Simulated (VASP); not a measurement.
Write the native input for VASP 6.6.1 that does the following.

```yaml
Task: single point
Functional: PBE
Potentials_or_basis: VASP PAW PBE potentials, release 64 (Li_sv)
Cutoff: 520 eV
k_mesh: 6 × 2 × 4
Occupations: gaussian, width 0.1 eV
Spin: no spin polarisation
Dipole_correction: no
Further_INCAR_settings: ALGO = Fast; EDIFF = 1e-06; NBANDS = 30
```

The structure of Li lies in POSCAR:

```
Li
1.0
    3.6456456400      0.0000000000      0.0000000000
    0.0000000000      9.8213920900      0.0000000000
    0.0000000000      0.0000000000      6.6506394400
Li
12
Direct
    0.4510114100      0.6340154500      0.1725784400
    0.0489885900      0.8659845500      0.1725784400
    0.5489885900      0.1340154500      0.3274215600
    0.9510114100      0.3659845500      0.3274215600
    0.5489885900      0.3659845500      0.8274215600
    0.9510114100      0.1340154500      0.8274215600
    0.4510114100      0.8659845500      0.6725784400
    0.0489885900      0.6340154500      0.6725784400
    0.0000000000      0.0000000000      0.5000000000
    0.5000000000      0.5000000000      0.5000000000
    0.0000000000      0.5000000000      0.0000000000
    0.5000000000      0.0000000000      0.0000000000
```

The cell was built from a structure type or drawn by symmetry, and may not be a known phase.

These files were run (other wordings do the same):

INCAR

```
SYSTEM = Li
PREC = Accurate ; ENCUT = 520
EDIFF = 1E-6 ; ISMEAR = 0
SIGMA = 0.1 ; LREAL = .False.
LASPH = .True. ; NELM = 80
ALGO = Fast ; ISIF = 2
LWAVE = .False. ; LCHARG = .False.
GGA = PE ; NBANDS = 30
```

KPOINTS

```
Automatic mesh
0
Gamma
  6 2 4
  0 0 0
```

Potentials or basis: VASP PAW PBE potentials, release 64 (Li_sv).

Launch:

```sh
$ cat potpaw_PBE.64/Li_sv/POTCAR > POTCAR
$ mpirun -np 1 vasp_std > vasp.out
```

Results of the run:

| Quantity | Value |
| --- | --- |
| Largest force | 0.678 eV/Å |
| Band gap on the k mesh | zero (bands 18 and 19 overlap by 0.84 eV) |

Wall time 6.3 min on 1 thread of Intel(R) Xeon(R) Platinum 8259CL CPU @ 2.50GHz (Skylake/Cascade Lake), with other jobs on the host, peak memory 0.36 GiB.
